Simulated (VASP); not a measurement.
Runs of VASP 6.6.1 on BAs. Symmetry: F-43m, No. 216, cubic system. The conventional cell has a = 4.784 Å, b = 4.784 Å, c = 4.784 Å, α = 90.00°, β = 90.00°, γ = 90.00°. Within 2.7 Å of B (site symmetry -43m) lie 4 As at 2.07 Å. As (site symmetry -43m) has 4 B at 2.07 Å within 2.7 Å. 

| level | smearing | gap on the mesh (eV) | pressure (GPa) |
| --- | --- | --- | --- |
| PBE-based screened hybrid with 75 % exact exchange | gaussian 0.01 eV | 3.09 | -7.0 |
| HSE06 | fermi-dirac 0.2 eV | 2.12 | -0.6 |
| HSE06 | gaussian 0.01 eV | 2.12 | -0.6 |
| PBE-based global hybrid with 35 % exact exchange | gaussian 0.01 eV | 3.49 | (b) |
| PBE-based screened hybrid with 15 % exact exchange | gaussian 0.01 eV | (a) | 1.2 |

Alike in all rows: no spin polarisation; cell a = 3.383 Å, angles 60.0°, 2 atoms; k mesh 4 × 4 × 4.

Question: Estimate the missing entries.

Answer: (a) 1.72; (b) -2.4.

Caveats: all runs use coarse meshes; the PAW data sets were made with another functional, which shifts forces and pressure a little.

A k mesh can miss the band edges, and the runs leave out spin-orbit coupling on As.
